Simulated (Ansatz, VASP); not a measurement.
Ge in VASP and in Ansatz

```
Ge
1.0
     0.00000    8.48673    8.48673
     8.48673    0.00000    8.48673
     8.48673    8.48673    0.00000
Ge
54
Direct
  0.00000 0.00000 0.00000
  0.00000 0.00000 0.33333
  0.00000 0.00000 0.66667
  0.00000 0.33333 0.00000
  0.00000 0.33333 0.33333
  0.00000 0.33333 0.66667
  0.00000 0.66667 0.00000
  0.00000 0.66667 0.33333
  0.00000 0.66667 0.66667
  0.33333 0.00000 0.00000
  0.33333 0.00000 0.33333
  0.33333 0.00000 0.66667
  0.33333 0.33333 0.00000
  0.33333 0.33333 0.33333
  0.33333 0.33333 0.66667
  0.33333 0.66667 0.00000
  0.33333 0.66667 0.33333
  0.33333 0.66667 0.66667
  0.66667 0.00000 0.00000
  0.66667 0.00000 0.33333
  0.66667 0.00000 0.66667
  0.66667 0.33333 0.00000
  0.66667 0.33333 0.33333
  0.66667 0.33333 0.66667
  0.66667 0.66667 0.00000
  0.66667 0.66667 0.33333
  0.66667 0.66667 0.66667
  0.08333 0.08333 0.08333
  0.08333 0.08333 0.41667
  0.08333 0.08333 0.75000
  0.08333 0.41667 0.08333
  0.08333 0.41667 0.41667
  0.08333 0.41667 0.75000
  0.08333 0.75000 0.08333
  0.08333 0.75000 0.41667
  0.08333 0.75000 0.75000
  0.41667 0.08333 0.08333
  0.41667 0.08333 0.41667
  0.41667 0.08333 0.75000
  0.41667 0.41667 0.08333
  0.41667 0.41667 0.41667
  0.41667 0.41667 0.75000
  0.41667 0.75000 0.08333
  0.41667 0.75000 0.41667
  0.41667 0.75000 0.75000
  0.75000 0.08333 0.08333
  0.75000 0.08333 0.41667
  0.75000 0.08333 0.75000
  0.75000 0.41667 0.08333
  0.75000 0.41667 0.41667
  0.75000 0.41667 0.75000
  0.75000 0.75000 0.08333
  0.75000 0.75000 0.41667
  0.75000 0.75000 0.75000
```

Alike in both runs: task single point; functional PBE; k mesh 1 × 1 × 1; occupations gaussian, width 0.05 eV; no spin polarisation.

```csv
,VASP,Ansatz
version,VASP 6.6.1,Ansatz 0.2.0
potentials or method,"VASP PAW PBE potentials, release 64 (Ge_d), cutoff 520 eV","scalar-relativistic, plane waves, PAW"
valence electrons in the cell,756,756
```

|  | VASP | Ansatz | Ansatz less VASP |
| --- | --- | --- | --- |
| gap on the k mesh at the Fermi level (eV) | 0.05 | 0.04 | -0.005 |

With one functional, cell and mesh, what is left measures potentials, basis and numerics. Ansatz's warnings: structure snapped to symmetry.

The k mesh is coarse, so the values compare programs but aren't converged.
